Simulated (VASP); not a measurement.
# AlC (P6/mmm) in VASP: a series of runs

AlC is run at these levels: PBE; tasks: single point, relaxation of cell and atoms.

All numbers are computed with VASP 6.6.1; they aren't measurements. Logs are shortened: lines on timing, memory, paths and dates and some standing lists are left out, and cuts for length are marked.

## Step 1: The cell of the first run

The structure is hexagonal, space group P6/mmm (No. 191). Conventional cell: a = 2.895 Å, b = 2.895 Å, c = 3.835 Å, α = 90.00°, β = 90.00°, γ = 120.00°. Within 2.5 Å of Al (site symmetry 6/mmm) lie 2 C at 1.92 Å. C (site symmetry 6/mmm) has 2 Al at 1.92 Å within 2.5 Å.

The cell was built from a structure type or drawn by symmetry, and may not be a known phase.

## Step 2: Single point, PBE

INCAR reads:

```
PREC = Accurate
ENCUT = 520
EDIFF = 1E-6
ISMEAR = 0
SIGMA = 0.1
LREAL = False
LASPH = True
NELM = 100
ALGO = Normal
ISIF = 2
LWAVE = False
LCHARG = False
GGA = PE
NBANDS = 10
```

KPOINTS reads:

```
Automatic mesh
0
Gamma
  24 24 14
```

POSCAR reads:

```
AlC
1.0
    2.8947964411      0.0000000000      0.0000000000
   -1.4473982206      2.5069672568      0.0000000000
    0.0000000000      0.0000000000      3.8354351524
Al C
1 1
Direct
    0.0000000000      0.0000000000      0.5000000000
    0.0000000000      0.0000000000      0.0000000000
```

Potentials or basis: VASP PAW PBE potentials, release 64 (Al, C).

The run is started by

```bash
$ cat potpaw_PBE.64/Al/POTCAR potpaw_PBE.64/C/POTCAR > POTCAR
$ mpirun -np 1 vasp_std > vasp.out
```

OUTCAR:

```text
PREC = Accurate
   ENCUT = 520
   EDIFF = 1E-6
   ISMEAR = 0
   LREAL = False
   LASPH = True
   NELM = 100
   ISIF = 2
   GGA = PE

 ion  position               nearest neighbor table
   1  0.000  0.000  0.500-   2 1.92   2 1.92
   2  0.000  0.000  0.000-   1 1.92   1 1.92

  LATTYP: Found a hexagonal cell.
 ALAT       =     2.8947964411
 C/A-ratio  =     1.3249412283

  Lattice vectors:

 A1 = (   2.8947964411,   0.0000000000,   0.0000000000)
 A2 = (  -1.4473982206,   2.5069672568,   0.0000000000)
 A3 = (   0.0000000000,   0.0000000000,   3.8354351524)

Analysis of symmetry for initial positions (statically):
=====================================================================
 Subroutine PRICEL returns:
 Original cell was already a primitive cell.

 Routine SETGRP: Setting up the symmetry group for a
 hexagonal supercell.

 Subroutine GETGRP returns: Found 24 space group operations
 (whereof 24 operations were pure point group operations)
 out of a pool of 24 trial point group operations.

The static configuration has the point symmetry D_6h.

Analysis of symmetry for dynamics (positions and initial velocities):
=====================================================================
 Subroutine PRICEL returns:
 Original cell was already a primitive cell.

 Routine SETGRP: Setting up the symmetry group for a
 hexagonal supercell.

 Subroutine GETGRP returns: Found 24 space group operations
 (whereof 24 operations were pure point group operations)
 out of a pool of 24 trial point group operations.

The dynamic configuration has the point symmetry D_6h.

 Subroutine INISYM returns: Found 24 space group operations
 (whereof 24 operations are pure point group operations),
 and found     1 'primitive' translations

----------------------------------------------------------------------------------------

                                     Primitive cell

  volume of cell :      27.8344

  direct lattice vectors                    reciprocal lattice vectors
     2.894796441  0.000000000  0.000000000     0.345447433  0.199444169  0.000000000
    -1.447398221  2.506967257  0.000000000     0.000000000  0.398888337  0.000000000
     0.000000000  0.000000000  3.835435152     0.000000000  0.000000000  0.260726609

  length of vectors
     2.894796441  2.894796441  3.835435152     0.398888337  0.398888337  0.260726609

  position of ions in fractional coordinates (direct lattice)
     0.000000000  0.000000000  0.500000000
     0.000000000  0.000000000  0.000000000

  ion indices of the primitive-cell ions
   primitive index   ion index
                 1           1
                 2           2

----------------------------------------------------------------------------------------

 KPOINTS: Automatic mesh

Automatic generation of k-mesh.
 Grid dimensions read from file:
 generate k-points for:   24   24   14

 Generating k-lattice:

  Cartesian coordinates                     Fractional coordinates (reciprocal lattice)
     0.014393643  0.008310174  0.000000000     0.041666667 -0.000000000  0.000000000
     0.000000000  0.016620347  0.000000000     0.000000000  0.041666667  0.000000000
     0.000000000  0.000000000  0.018623329     0.000000000  0.000000000  0.071428571

  Length of vectors
     0.016620347  0.016620347  0.018623329

  Shift w.r.t. Gamma in fractional coordinates (k-lattice)
     0.000000000  0.000000000  0.000000000

 Subroutine IBZKPT returns following result:
 ===========================================

 Found    488 irreducible k-points:

 Following reciprocal coordinates:
            Coordinates               Weight
  0.000000  0.000000  0.000000      1.000000
  0.041667  0.000000  0.000000      6.000000
  0.083333  0.000000  0.000000      6.000000
  0.125000 -0.000000  0.000000      6.000000
  0.166667  0.000000  0.000000      6.000000
  0.208333  0.000000  0.000000      6.000000
[... 16 lines left out ...]
  0.416667  0.041667  0.000000     12.000000
  0.458333  0.041667  0.000000     12.000000
 [... further k-points ...]
   k-points           NKPTS =    488   k-points in BZ     NKDIM =    488   number of bands    NBANDS=     10
   number of dos      NEDOS =    301   number of ions     NIONS =      2
   total plane-waves  NPLWV =  17280
   dimension x,y,z NGX =    24 NGY =   24 NGZ =   30
   dimension x,y,z NGXF=    48 NGYF=   48 NGZF=   60
   ions per type =               1   1
   NGX,Y,Z   is equivalent  to a cutoff of  13.78, 13.78, 13.00 a.u.
   NGXF,Y,Z  is equivalent  to a cutoff of  27.57, 27.57, 26.01 a.u.
 SYSTEM =  unknown system
   PREC   = accura    normal or accurate (medium, high low for compatibility)
   ISTART =      0    job   : 0-new  1-cont  2-samecut
   ICHARG =      2    charge: 1-file 2-atom 10-const
   ISPIN  =      1    spin polarized calculation?
   LNONCOLLINEAR =      F non collinear calculations
   LSORBIT =      F    spin-orbit coupling
   LASPH  =      T    aspherical Exc in radial PAW
   ENCUT  =  520.0 eV  38.22 Ry    6.18 a.u.   5.38  5.38  7.13*2*pi/ulx,y,z
   NELM   =    100;   NELMIN=  2; NELMDL= -5     # of ELM steps
   EDIFF  = 0.1E-05   stopping-criterion for ELM
   LREAL  =      F    real-space projection
   EDIFFG = 0.1E-04   stopping-criterion for IOM
   NSW    =      0    number of steps for IOM
   IBRION =     -1    ionic relax: 0-MD 1-quasi-New 2-CG
   NFREE  =      0    steps in history (QN), initial steepest desc. (CG)
   ISIF   =      2    stress and relaxation
   ISYM   =      2    0-nonsym 1-usesym 2-fastsym
   POTIM  = 0.5000    time-step for ionic-motion
   TEBEG  =    0.0;   TEEND  =   0.0 temperature during run
   PSTRESS=    0.0 pullay stress
   NELECT =       7.0000    total number of electrons
   NUPDOWN=      -1.0000    fix difference up-down
   EMIN   =  10.00;   EMAX   =-10.00  energy-range for DOS
   EFERMI =   0.00;   METHOD = LEGACY
   ISMEAR =     0;   SIGMA  =   0.10  broadening in eV -4-tet -1-fermi 0-gaus
   EFERMI_NEDOS =   21; number of points for ismear=-14 and -15
   IALGO  =     38    algorithm
   IMIX   =      4    mixing-type and parameters
     AMIX     =   0.40;   BMIX     =  1.00
     AMIX_MAG =   1.60;   BMIX_MAG =  1.00
  volume/ion in A,a.u.               =      13.92        93.92
  Fermi-wavevector in a.u.,A,eV,Ry     =   1.033349  1.952747 14.528442  1.067810
  Thomas-Fermi vector in A             =   2.167591
   LORBIT       =      0    0 simple, 1 ext, 2 COOP (PROOUT), +10 PAW based schemes
   GGA     = PE    functional components
   LHFCALC =     F    Hartree Fock is set to
   AEXX    =    0.0000 exact exchange contribution
   IVDW    =     0    specifies the selected vdW correction
   LEPSILON=     F    determine dielectric tensor
   LRPA    =     F    only Hartree local field effects (RPA)
 non-spin polarized calculation
 Gauss-broadening in eV      SIGMA  =   0.10
  energy-cutoff  :      520.00
  volume of cell :       27.83
 maximum number of plane-waves:       782
 NGX is ok and might be reduce to    24
   NGX = 11   NGY = 11   NGZ = 15

 number of electron       7.0000000 magnetization

 Free energy of the ion-electron system (eV)
  ---------------------------------------------------
  ext. energy  EPLUGINS =         0.00000000
  ---------------------------------------------------
  free energy    TOTEN  =        -9.17148675 eV

  energy without entropy =       -9.16501177  energy(sigma->0) =       -9.16824926

 E-fermi :   5.4739     XC(G=0): -10.1121

 val. band max:        5.4719107235   @ k =   0.2917   0.1667   0.3571
 cond. band min:       5.4742185774   @ k =   0.4583   0.0833   0.0714
 fundamental gap:      0.0023078539
 Fermi energy:         5.4738963678

 k-point     1 :       0.0000    0.0000    0.0000
  band No.  band energies     occupation
      1      -7.4056      2.00000
      2       0.8496      2.00000
      3       2.1847      2.00000
      4       7.5562      0.00000
      5       7.5562      0.00000
      6      17.2803      0.00000
      7      17.4685      0.00000
      8      17.9121      0.00000
      9      17.9121      0.00000
     10      20.3669      0.00000

 k-point     2 :       0.0417    0.0000    0.0000
  band No.  band energies     occupation
      1      -7.3742      2.00000
      2       0.8736      2.00000
      3       2.2079      2.00000
      4       7.4514      0.00000
      5       7.5274      0.00000
      6      17.1745      0.00000
      7      17.4044      0.00000
      8      17.5354      0.00000
      9      17.8347      0.00000
     10      20.4155      0.00000

 k-point     3 :       0.0833    0.0000    0.0000
  band No.  band energies     occupation
      1      -7.2805      2.00000
      2       0.9450      2.00000
      3       2.2743      2.00000
      4       7.1547      0.00000
      5       7.4442      0.00000
      6      16.3950      0.00000
      7      16.8724      0.00000
      8      17.6396      0.00000
      9      17.6723      0.00000
     10      20.3995      0.00000

 k-point     4 :       0.1250   -0.0000    0.0000
  band No.  band energies     occupation
      1      -7.1258      2.00000
      2       1.0616      2.00000
      3       2.3735      2.00000
      4       6.7134      0.00000
      5       7.3160      0.00000
      6      15.2939      0.00000
      7      16.4122      0.00000
      8      17.3886      0.00000
      9      17.7627      0.00000
     10      20.4351      0.00000

 k-point     5 :       0.1667    0.0000    0.0000
  band No.  band energies     occupation
      1      -6.9126      2.00000
      2       1.2198      2.00000
      3       2.4818      2.00000
      4       6.1968      0.00000
      5       7.1559      0.00000
      6      14.2207      0.00000
      7      15.8400      0.00000
      8      17.1219      0.00000
      9      17.6586      0.00000
     10      20.6903      0.00000

 k-point     6 :       0.2083    0.0000    0.0000
  band No.  band energies     occupation
      1      -6.6448      2.00000
      2       1.4137      2.00000
      3       2.5496      2.00000
      4       5.6983      0.00150
      5       6.9781      0.00000
      6      13.2048      0.00000
      7      15.2010      0.00000
      8      16.8612      0.00000
      9      17.3438      0.00000
     10      21.1881      0.00000
[... 183 lines left out ...]
 k-point    21 :       0.3333    0.0417    0.0000
  band No.  band energies     occupation
      1      -5.3819      2.00000
      2       1.5238      2.00000
      3       2.2385      2.00000
      4       5.5650      0.19773
      5       6.3200      0.00000
      6      10.1461      0.00000
      7      13.0149      0.00000
      8      15.2929      0.00000
      9      16.6923      0.00000
     10      20.0544      0.00000

 k-point    22 :       0.3750    0.0417    0.0000
  band No.  band energies     occupation
      1      -5.0158      2.00000
      2       1.0168      2.00000
      3       2.4423      2.00000
      4       5.8617      0.00000
      5       6.3270      0.00000
      6       9.3663      0.00000
      7      12.5536      0.00000
      8      15.0497      0.00000
      9      16.4828      0.00000
     10      19.8006      0.00000

 k-point    23 :       0.4167    0.0417    0.0000
  band No.  band energies     occupation
      1      -4.7133      2.00000
      2       0.5983      2.00000
      3       2.5957      2.00000
      4       5.9485      0.00000
      5       6.6783      0.00000
      6       8.6280      0.00000
      7      12.2228      0.00000
      8      14.8763      0.00000
      9      16.3446      0.00000
     10      19.6301      0.00000

 k-point    24 :       0.4583    0.0417    0.0000
  band No.  band energies     occupation
      1      -4.5364      2.00000
      2       0.3578      2.00000
      3       2.6785      2.00000
      4       5.9390      0.00000
      5       7.2139      0.00000
      6       7.9558      0.00000
      7      12.0496      0.00000
      8      14.7863      0.00000
      9      16.2763      0.00000
     10      19.5445      0.00000

 [... further k-points ...]

------------------------ aborting loop because EDIFF is reached ----------------------------------------

  FORCE on cell =-STRESS in cart. coord.  units (eV):
  Direction    XX          YY          ZZ          XY          YZ          ZX
  --------------------------------------------------------------------------------------
  -------------------------------------------------------------------------------------
  Total       -0.0120228     -0.0120228     -0.0041272      0.0000000      0.0000000     -0.0000000
  in kB       -0.6920472     -0.6920472     -0.2375655      0.0000000      0.0000000     -0.0000000
  external PRESSURE =      -0.5405533 kB  Pullay stress =       0.0000000 kB

 VOLUME and BASIS-vectors are now :
 -----------------------------------------------------------------------------
  energy-cutoff  :      520.00
  volume of cell :       27.83
      direct lattice vectors                 reciprocal lattice vectors
     2.894796441  0.000000000  0.000000000     0.345447433  0.199444169  0.000000000
    -1.447398221  2.506967257  0.000000000     0.000000000  0.398888337  0.000000000
     0.000000000  0.000000000  3.835435152     0.000000000  0.000000000  0.260726609

 POSITION                                       TOTAL-FORCE (eV/Angst)
 -----------------------------------------------------------------------------------
      0.00000      0.00000      1.91772        -0.000000      0.000000      0.000000
      0.00000      0.00000      0.00000         0.000000      0.000000      0.000000
 -----------------------------------------------------------------------------------
    total drift:                                0.000000      0.000000     -0.000000

  FREE ENERGIE OF THE ION-ELECTRON SYSTEM (eV)
  ---------------------------------------------------
  free  energy   TOTEN  =        -9.1714867459 eV

  energy  without entropy=       -9.1650117702  energy(sigma->0) =       -9.16824926
```

Run time: 31 s. Hardware: 1 thread of Intel Xeon 6975P-C (Granite Rapids), shared host; peak memory 0.25 GiB.

Results:

```yaml
Free_energy: -9.1715 eV
Pressure: -0.1 GPa
Band_gap_on_the_k_mesh: zero (an odd number of electrons rules out a gap without spin polarisation)
```

Levels at points of the mesh, in eV from the Fermi level:
| k point | band 1 | band 2 | band 3 | band 4 | band 5 | band 6 |
| --- | --- | --- | --- | --- | --- | --- |
| (0.00, 0.00, 0.00) | -12.88 | -4.62 | -3.29 | 2.08 | 2.08 | 11.81 |
| (0.50, 0.00, 0.00) | -10.00 | -5.17 | -2.79 | 0.70 | 1.76 | 2.26 |
| (0.00, 0.00, 0.50) | -11.72 | -8.96 | 1.74 | 2.19 | 2.19 | 8.87 |
| (0.50, 0.00, 0.50) | -9.35 | -5.00 | -3.56 | -2.13 | 1.00 | 4.24 |

## Step 3: Relaxation of cell and atoms, PBE

This run uses another cell than the first one, of 14.53 Å³/atom.

INCAR reads:

```
SYSTEM = AlC
PREC = Accurate
ENCUT = 600
EDIFF = 1E-6
ISMEAR = 0
SIGMA = 0.1
LREAL = .FALSE.
LASPH = .TRUE.
NELM = 100
ALGO = Normal
ISIF = 3
LWAVE = .FALSE.
LCHARG = .FALSE.
GGA = PE
IBRION = 2
NSW = 100
EDIFFG = -0.01
```

KPOINTS reads:

```
Automatic mesh
0
G
  24 24 14
  0 0 0
```

POSCAR reads:

```
AlC
1.0
    2.9790006916      0.0000000000      0.0000000000
   -1.4895003458      2.5798902768      0.0000000000
    0.0000000000      0.0000000000      3.7812621138
Al C
1 1
Direct
    0.0000000000      0.0000000000      0.5000000000
    0.0000000000      0.0000000000      0.0000000000
```

Potentials or basis: VASP PAW PBE potentials, release 64 (Al, C).

The run is started by

```bash
$ cat potpaw_PBE.64/Al/POTCAR potpaw_PBE.64/C/POTCAR > POTCAR
$ mpirun -np 1 vasp_std > vasp.out
```

Run time: 1.9 min. Hardware: 1 thread of Intel Xeon 6975P-C (Granite Rapids), shared host; peak memory 0.26 GiB.

It converged, with:

```yaml
Free_energy: -9.1725 eV
Relaxed_volume: 13.87 Å³/atom
Relaxed_cell: a = 2.889 Å, b = 2.889 Å, c = 3.837 Å, α = 90.00°, β = 90.00°, γ = 120.00°
Space_group_after_relaxing_to_0.1_Å: P6/mmm (No. 191)
Energy_gained_by_relaxing: 4.5 meV/atom
Ionic_steps: 9
Pressure_after_relaxing: 0.0 GPa
Band_gap_on_the_k_mesh: zero (an odd number of electrons rules out a gap without spin polarisation)
```

Step by step:
```tsv
step	energy change (eV)	largest force (eV/Å)	pressure (GPa)	volume (Å³)
1	0.0000	0.0000	-0.20	29.06
2	-0.0030	0.0000	-1.50	28.98
3	-0.0031	0.0000	-1.71	28.97
4	-0.0053	0.0000	-1.34	28.70
5	-0.0085	0.0000	-0.37	28.09
6	-0.0049	0.0000	2.05	26.88
7	-0.0089	0.0000	0.12	27.81
8	-0.0089	0.0000	0.21	27.76
9	-0.0090	0.0000	0.04	27.74
```

Final structure:
```
Al C
1.0
     2.88927    0.00000    0.00000
    -1.44463    2.50218    0.00000
     0.00000    0.00000    3.83685
Al C
1 1
Direct
  0.00000 0.00000 0.50000
  0.00000 0.00000 0.00000
```

Levels at points of the mesh, in eV from the Fermi level:
| k point | band 1 | band 2 | band 3 | band 4 | band 5 | band 6 | band 7 |
| --- | --- | --- | --- | --- | --- | --- | --- |
| (0.00, 0.00, 0.00) | -12.90 | -4.64 | -3.31 | 2.11 | 2.11 | 11.81 | 12.05 |
| (0.50, 0.00, 0.00) | -9.99 | -5.19 | -2.79 | 0.71 | 1.76 | 2.24 | 6.51 |
| (0.00, 0.00, 0.50) | -11.74 | -8.98 | 1.73 | 2.21 | 2.21 | 8.86 | 12.67 |
| (0.50, 0.00, 0.50) | -9.35 | -5.00 | -3.57 | -2.14 | 1.02 | 4.24 | 8.08 |
